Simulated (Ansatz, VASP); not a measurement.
# One calculation of Ti, two programs

```
Ti
1.0
     0.04060    2.05030    2.05030
     2.05030    0.04060    2.05030
     2.05030    2.05030    0.04060
Ti
1
Direct
  0.00000 0.00000 0.00000
```

Change from the starting cell: equal xy, yz and zx shear strains of +2 %, PAW files.

Alike in both runs: task electric field gradients; functional PBE; k mesh 15 × 15 × 15; occupations fermi-dirac, width 0.05 eV; no spin polarisation.

|  | VASP | Ansatz |
| --- | --- | --- |
| version | VASP 6.6.1 | Ansatz 0.2.0 |
| potentials or method | VASP PAW PBE potentials, release 64 (Ti_sv) | PAW with Ansatz's default frozen-core files, scalar-relativistic |
| plane-wave cutoff (eV) | 520 | 420 |
| valence electrons in the cell | 12 | 12 |

Ansatz gave:

* pressure (GPa): 4.5
* traceless stress, the component that is largest in VASP (GPa): -1.26
* size of Vzz on the site where it differs most (V/Å²): 8.3

Task: What did VASP give for the same quantities?

Result: Pressure (GPa): 4.2; traceless stress, the component that is largest in VASP (GPa): -1.25; size of Vzz on the site where it differs most (V/Å²): 8.0.
